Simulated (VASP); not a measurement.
The system is AgCl.

```
Ag Cl
1.0
     0.00000    2.73500    2.73500
     2.73500    0.00000    2.73500
     2.73500    2.73500    0.00000
Ag Cl
1 1
Direct
  0.00000 0.00000 0.00000
  0.50000 0.50000 0.50000
```

* Program: VASP 6.6.1
* Task: relaxation of cell and atoms
* Functional: PBEsol
* Dispersion: D3(BJ)
* Potentials or basis: VASP PAW PBE potentials, release 64 (Ag, Cl)
* Cutoff: 600 eV
* k mesh: 8 × 8 × 8
* Occupations: fermi-dirac, width 0.05 eV
* Spin: no spin polarisation

At the start: pressure -3.1 GPa; volume 20.46 Å³/atom.

Where does the relaxation end?

Over 3 steps the energy falls by 10.9 meV/atom and the volume is 19.38 Å³/atom (-5.3 %); space group Fm-3m (No. 225, to 0.1 Å) before and after.

The path:
```tsv
step	energy change (eV)	largest force (eV/Å)	pressure (GPa)	volume (Å³)
1	0.0000	0.0000	-3.05	40.92
2	-0.0217	0.0000	0.18	38.65
3	-0.0218	0.0000	0.02	38.76
```

Final structure:
```
CELL_PARAMETERS angstrom
0.00000 2.68599 2.68599
2.68599 0.00000 2.68599
2.68599 2.68599 0.00000
ATOMIC_POSITIONS crystal
Ag 0.00000 0.00000 0.00000
Cl 0.50000 0.50000 0.50000
```

Caveat: the PAW data sets were made with another functional, which shifts forces and pressure a little.
